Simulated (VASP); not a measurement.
Runs of VASP 6.6.1 on GdN. The structure is that of space group Fm-3m (No. 225), or close to it. The cells are those of the table. 

| level | spin | U | cell | gap on the mesh (eV) | pressure (GPa) | moment (μB) |
| --- | --- | --- | --- | --- | --- | --- |
| r2SCAN+U | collinear, ferrimagnetic start | Gd f U = 4.0 eV | a = 3.502 Å, angles 60.0°, 2 atoms | none | 3.6 | 7.00 |
| r2SCAN+D4+U | collinear, ferrimagnetic start | Gd f U = 4.0 eV | a = 3.539 Å, angles 60.0°, 2 atoms | none | -3.0 | 7.00 |
| r2SCAN+U | collinear, ferrimagnetic start | Gd f U = 4.0 eV | a = 3.525 Å, angles 60.0°, 2 atoms | none | 0.2 | 7.00 |
| r2SCAN+U | collinear, ferromagnetic start | Gd f U = 4.0 eV | a = 3.535 Å, angles 60.0°, 2 atoms | none | -1.1 | 7.00 |
| r2SCAN+rVV10+U | collinear, ferrimagnetic start | Gd f U = 4.0 eV | a = 3.491 Å, angles 60.0°, 2 atoms | none | 3.8 | 7.00 |
| r2SCAN+D4+U | collinear, ferrimagnetic start | Gd f U = 4.0 eV | a = 3.492 Å, angles 60.0°, 2 atoms | none | 3.6 | 7.00 |
| r2SCAN+rVV10+U | collinear, ferrimagnetic start | Gd f U = 4.0 eV | a = 3.515 Å, angles 60.0°, 2 atoms | none | (b) | 7.00 |
| PBEsol+U | collinear, ferromagnetic start | Gd f U = 6.0 eV | a = 3.535 Å, angles 60.0°, 2 atoms | none | (a) | 7.00 |

Alike in all rows: task single point; potentials or basis VASP PAW PBE potentials, release 64 (Gd, N); k mesh 8 × 8 × 8; cutoff (eV) 520; smearing gaussian 0.05 eV.

Question: Fill in the values left out.

Answer: (a) -4.6; (b) 0.3.

Caveats: the PAW data sets were made with another functional, which shifts forces and pressure a little; spin-orbit coupling is left out, which moves the levels of the heavy elements; a cell with one magnetic atom can't hold antiferromagnetic order, which such compounds often take; pairwise dispersion overbinds metals, which lowers pressure and volume (some runs).

A k mesh can miss the band edges, and the runs leave out spin-orbit coupling on Gd.

A gap of «none» marks levels without a gap at the run's occupations.
